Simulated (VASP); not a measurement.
Crystal: InP.

```xyz
2
Lattice="0.0000 2.7688 2.7688 2.7688 0.0000 2.7688 2.7688 2.7688 0.0000" Properties=species:S:1:pos:R:3 pbc="T T T"
In    0.0000    0.0000    0.0000
P     2.7688    2.7688    2.7688
```

| Quantity | Value |
| --- | --- |
| Program | VASP 6.6.1 |
| Task | relaxation of cell and atoms |
| Functional | BLYP |
| Potentials or basis | VASP PAW PBE potentials, release 64 (In_d, P) |
| Cutoff | 600 eV |
| k mesh | 8 × 8 × 8 |
| Occupations | fermi-dirac, width 0.05 eV |
| Spin | no spin polarisation |

At the start: pressure 5.4 GPa; volume 21.23 Å³/atom.

Task: How do energy, volume and symmetry change on relaxing?

Result: Over 3 steps the energy falls by 27.2 meV/atom and the volume is 22.98 Å³/atom (+8.2 %); space group Fm-3m (No. 225, to 0.05 Å).

Step by step:
| step | energy change (eV) | largest force (eV/Å) | pressure (GPa) | volume (Å³) |
| --- | --- | --- | --- | --- |
| 1 | 0.0000 | 0.0000 | 5.36 | 42.45 |
| 2 | -0.0508 | 0.0000 | -1.14 | 46.97 |
| 3 | -0.0544 | 0.0000 | 0.03 | 45.96 |

Final structure:
```yaml
crystal:
  lattice:
    - [0.00000, 2.84296, 2.84296]
    - [2.84296, 0.00000, 2.84296]
    - [2.84296, 2.84296, 0.00000]
  atoms:
    - { symbol: In, position: [0.00000, 0.00000, 0.00000] }
    - { symbol: P, position: [0.50000, 0.50000, 0.50000] }
```

Caveat: the PAW data sets were made with another functional, which shifts forces and pressure a little.
